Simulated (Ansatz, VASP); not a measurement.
One calculation of Ba, two programs

INCAR

```
SYSTEM = Ba
PREC = Accurate
ENCUT = 520
EDIFF = 1E-7
ISMEAR = 0
SIGMA = 0.02
LREAL = .FALSE.
LASPH = .TRUE.
NELM = 100
ALGO = Normal
ISIF = 2
LWAVE = .FALSE.
LCHARG = .FALSE.
GGA = PS
NBANDS = 11
```

The input KPOINTS:

```
Automatic mesh
0
G
  7 7 7
  0 0 0
```

Contents of POSCAR:

```
Ba
1.0
    3.6368867978      0.0000000000      0.0000000000
    0.0000000000      3.6368867978      0.0000000000
    0.0000000000      0.0000000000      3.6368867978
Ba
1
Direct
    0.0000000000      0.0000000000      0.0000000000
```

The input input.yaml:

```yaml
crystal:
  lattice:
    - [3.6368867978, 0.0, 0.0]
    - [0.0, 3.6368867978, 0.0]
    - [0.0, 0.0, 3.6368867978]
  atoms:
    - { symbol: Ba, position: [0.0, 0.0, 0.0] }
kpoints:
  mp_grid: { grid: [7, 7, 7] }
scf:
  occupations: { method: gaussian, width: 0.02 }
hamiltonian:
  xc: pbesol
  pseudopotentials: { kind: all_electron, lapw: { basis_error: 0.001 } }
output:
  forces: true
  stress: true
  eigenvalues: true
```

Change from the starting cell: volume scaled by 0.8.

Alike in both runs: task single point; functional PBEsol; k mesh 7 × 7 × 7; occupations gaussian, width 0.02 eV; no spin polarisation.

|  | VASP | Ansatz |
| --- | --- | --- |
| version | VASP 6.6.1 | Ansatz 0.2.0 |
| potentials or method | VASP PAW PBE potentials, release 64 (Ba_sv), cutoff 520 eV | all-electron LAPW, scalar-relativistic |

|  | VASP | Ansatz | Ansatz less VASP |
| --- | --- | --- | --- |
| gap on the k mesh at the Fermi level (eV) | none | none | - |
| pressure (GPa) | 1.3 | 0.9 | -0.39 |

VASP's potentials were made for PBE, not for PBEsol. A gap of «none» marks a metal or a gap that the smearing closes. Ansatz ran all-electron here, and VASP with PAW potentials.

Neither program's run includes spin-orbit coupling.
